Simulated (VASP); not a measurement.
# CaO (Fm-3m) in VASP: further runs, part 2 of 2

VASP 6.6.1. The steps go on from the part before.

### 4 Single point, PBE

This run uses another cell than the first one: it holds 8 atoms, not 2.

Contents of INCAR:

```
SYSTEM = CaO
  PREC = Accurate
  ENCUT = 520
  EDIFF = 1E-6
  ISMEAR = 0
  SIGMA = 0.05
  LREAL = .False.
  LASPH = .True.
  NELM = 100
  ALGO = Normal
  ISIF = 2
  LWAVE = .False.
  LCHARG = .False.
  GGA = PE
  NBANDS = 42
```

Contents of KPOINTS:

```
regular mesh
0
Gamma
  6 6 6
  0 0 0
```

Contents of POSCAR:

```
CaO
1.0
    4.8980000000      0.0000000000      0.0000000000
    0.0000000000     -4.8980000000      0.0000000000
    0.0000000000      0.0000000000     -4.8980000000
Ca O
4 4
Direct
    0.0000000000      0.5000000000      0.5000000000
    0.5000000000      0.0000000000      0.5000000000
    0.5000000000      0.5000000000      0.0000000000
    0.0000000000      0.0000000000      0.0000000000
    0.5000000000      0.0000000000      0.0000000000
    0.0000000000      0.5000000000      0.0000000000
    0.0000000000      0.0000000000      0.5000000000
    0.5000000000      0.5000000000      0.5000000000
```

Potentials or basis: VASP PAW PBE potentials, release 64 (Ca_sv, O).

On the command line:

```console
$ cat potpaw_PBE.64/Ca_sv/POTCAR potpaw_PBE.64/O/POTCAR > POTCAR
$ mpirun -np 1 vasp_std > vasp.out
```

OUTCAR:

```text
SYSTEM = CaO
   PREC = Accurate
   ENCUT = 520
   EDIFF = 1E-6
   ISMEAR = 0
   LREAL = .False.
   LASPH = .True.
   NELM = 100
   ISIF = 2
   GGA = PE

 ion  position               nearest neighbor table
   1  0.000  0.500  0.500-   6 2.45   7 2.45   8 2.45   6 2.45   7 2.45   8 2.45
   2  0.500  0.000  0.500-   5 2.45   7 2.45   8 2.45   5 2.45   8 2.45   7 2.45
   3  0.500  0.500  0.000-   5 2.45   6 2.45   8 2.45   8 2.45   5 2.45   6 2.45
   4  0.000  0.000  0.000-   5 2.45   6 2.45   7 2.45   7 2.45   6 2.45   5 2.45
   5  0.500  0.000  0.000-   2 2.45   3 2.45   4 2.45   2 2.45   3 2.45   4 2.45
   6  0.000  0.500  0.000-   1 2.45   3 2.45   4 2.45   1 2.45   4 2.45   3 2.45
[... 1115 lines left out ...]
  in kB      -35.1455763    -35.1455763    -35.1455763      0.0000000      0.0000000     -0.0000000
  external PRESSURE =     -35.1455763 kB  Pullay stress =       0.0000000 kB

 VOLUME and BASIS-vectors are now :
 -----------------------------------------------------------------------------
  energy-cutoff  :      520.00
  volume of cell :      117.50
      direct lattice vectors                 reciprocal lattice vectors
     4.898000000  0.000000000  0.000000000     0.204164965  0.000000000  0.000000000
     0.000000000 -4.898000000  0.000000000     0.000000000 -0.204164965  0.000000000
     0.000000000  0.000000000 -4.898000000     0.000000000  0.000000000 -0.204164965

 POSITION                                       TOTAL-FORCE (eV/Angst)
 -----------------------------------------------------------------------------------
      0.00000     -2.44900     -2.44900        -0.000000      0.000000      0.000000
      2.44900      0.00000     -2.44900         0.000000      0.000000      0.000000
      2.44900     -2.44900      0.00000        -0.000000      0.000000      0.000000
      0.00000      0.00000      0.00000        -0.000000     -0.000000     -0.000000
      2.44900      0.00000      0.00000        -0.000000      0.000000     -0.000000
      0.00000     -2.44900      0.00000         0.000000     -0.000000     -0.000000
      0.00000      0.00000     -2.44900        -0.000000      0.000000      0.000000
      2.44900     -2.44900     -2.44900         0.000000     -0.000000     -0.000000
 -----------------------------------------------------------------------------------
    total drift:                                0.000000     -0.000000     -0.000000

  FREE ENERGIE OF THE ION-ELECTRON SYSTEM (eV)
  ---------------------------------------------------
  free  energy   TOTEN  =       -51.1796611303 eV

  energy  without entropy=      -51.1796611303  energy(sigma->0) =      -51.17966113
```

OSZICAR:

```text
N       E                     dE             d eps       ncg     rms          rms(c)
DAV:   1     0.715144233943E+03    0.71514E+03   -0.32848E+04  1680   0.155E+03
DAV:   2     0.573145352221E+00   -0.71457E+03   -0.69216E+03  2026   0.457E+02
DAV:   3    -0.557057459820E+02   -0.56279E+02   -0.55702E+02  2412   0.122E+02
DAV:   4    -0.579208434404E+02   -0.22151E+01   -0.22076E+01  2526   0.230E+01
DAV:   5    -0.580268726525E+02   -0.10603E+00   -0.10600E+00  2514   0.384E+00    0.171E+01
DAV:   6    -0.511870980288E+02    0.68398E+01   -0.41358E+01  2156   0.313E+01    0.734E+00
DAV:   7    -0.511774173968E+02    0.96806E-02   -0.46420E+00  2104   0.103E+01    0.369E+00
DAV:   8    -0.511983364814E+02   -0.20919E-01   -0.57525E-01  2002   0.409E+00    0.118E+00
DAV:   9    -0.511770791304E+02    0.21257E-01   -0.24215E-01  2432   0.209E+00    0.338E-01
DAV:  10    -0.511794050044E+02   -0.23259E-02   -0.22896E-02  2296   0.681E-01    0.819E-02
DAV:  11    -0.511799211304E+02   -0.51613E-03   -0.48736E-03  2276   0.280E-01    0.121E-01
DAV:  12    -0.511796552682E+02    0.26586E-03   -0.15326E-03  2142   0.174E-01    0.726E-03
DAV:  13    -0.511796615717E+02   -0.63035E-05   -0.62631E-05  2272   0.404E-02    0.580E-03
DAV:  14    -0.511796611303E+02    0.44140E-06   -0.89392E-06  1926   0.123E-02
   1 F= -.51179661E+02 E0= -.51179661E+02  d E =-.129931E-19
```

stdout:

```text
POSCAR found type information on POSCAR CaO
 POSCAR found :  2 types and       8 ions
 scaLAPACK will be used
 LDA part: xc-table for (Slater+PW92), standard interpolation
 POSCAR, INCAR and KPOINTS ok, starting setup
 FFT: planning ... GRIDC
 FFT: planning ... GRID_SOFT
 FFT: planning ... GRID
 WAVECAR not read
 entering main loop
```

Run time: 2.1 min. Hardware: 1 thread of AMD EPYC 7R13 (Zen 3), shared host; peak memory 0.21 GiB.

Results:

```
Free energy            : -51.1797 eV
Pressure               : -3.5 GPa
Band gap on the k mesh : 3.64 eV
```

A k mesh can miss the band edges. PBE gaps usually lie below the measured ones, often by a third to a half.

### 5 The runs side by side

```tsv
cell	k mesh	gap on the mesh (eV)	pressure (GPa)
a = 3.463 Å, angles 60.0°, 2 atoms	8 × 8 × 8	3.64	-3.6
a = 3.463 Å, angles 60.0°, 2 atoms	10 × 10 × 10	3.64	-3.6
a = 4.898 Å, 8 atoms	6 × 6 × 6	3.64	-3.5
```

Alike in all rows: task single point; level PBE; potentials or basis VASP PAW PBE potentials, release 64 (Ca_sv, O); no spin polarisation; cutoff (eV) 520; smearing gaussian 0.05 eV.

Total energies depend on the potentials used, so only differences within one code and one set of settings carry meaning.
